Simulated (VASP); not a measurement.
Write the native input for VASP 6.6.1 that does the following.

```
Task                   : relaxation of cell and atoms
Functional             : PBEsol
Potentials or basis    : VASP PAW PBE potentials, release 64 (Sb, In_d)
Cutoff                 : 600 eV
k mesh                 : 5 × 5 × 5
Occupations            : fermi-dirac, width 0.01 eV
Spin                   : no spin polarisation
Target pressure        : 10 GPa
Dipole correction      : no
Further INCAR settings : ALGO = Normal; EDIFF = 1e-06; IBRION = 2; EDIFFG = -0.02; NSW = 80; ISIF = 3
```

The structure of In3Sb lies in POSCAR:

```
In3Sb
1.0
    4.8400000000      0.0000000000      0.0000000000
    0.0000000000      4.8400000000      0.0000000000
    0.0000000000      0.0000000000      4.8400000000
Sb In
1 3
Direct
    0.0000000000      0.0000000000      0.0000000000
    0.0000000000      0.5000000000      0.5000000000
    0.5000000000      0.0000000000      0.5000000000
    0.5000000000      0.5000000000      0.0000000000
```

These files were run (other wordings do the same):

INCAR

```
SYSTEM = In3Sb
  ALGO = Normal
  EDIFF = 1E-6
  EDIFFG = -0.02
  ENCUT = 600
  GGA = PS
  IBRION = 2
  ISIF = 3
  ISMEAR = -1
  LASPH = .TRUE.
  LCHARG = .FALSE.
  LREAL = .FALSE.
  LWAVE = .FALSE.
  NELM = 60
  NSW = 80
  PREC = Accurate
  PSTRESS = 100.0
  SIGMA = 0.01
```

KPOINTS

```
k-points
0
G
  5 5 5
  0 0 0
```

Potentials or basis: VASP PAW PBE potentials, release 64 (Sb, In_d).

Launch:

```console
$ cat potpaw_PBE.64/Sb/POTCAR potpaw_PBE.64/In_d/POTCAR > POTCAR
$ mpirun -np 1 vasp_std > vasp.out
```

Results of the run:

```yaml
Relaxed_volume: 22.81 Å³/atom
Relaxed_cell: a = 4.502 Å, b = 4.502 Å, c = 4.502 Å, α = 90.00°, β = 90.00°, γ = 90.00°
Space_group_after_relaxing_to_0.1_Å: Pm-3m (No. 221)
Energy_change_on_relaxing_the_run_minimises_the_enthalpy: +91.7 meV/atom
Ionic_steps: 3
Pressure_after_relaxing: 9.9 GPa
Band_gap_on_the_k_mesh: zero (bands 22 and 23 overlap by 2.84 eV)
```

Caveat: the cell is relaxed towards a set pressure, so the run minimises the enthalpy, not the energy; the volume moved by over 15 % at a fixed basis, so the end points are rough; the PAW data sets were made with another functional, which shifts forces and pressure a little; spin-orbit coupling is left out, which moves the levels of the heavy elements.

Wall time 2.4 min on 1 thread of Intel Xeon 8259CL, on a shared host, peak memory 0.26 GiB.
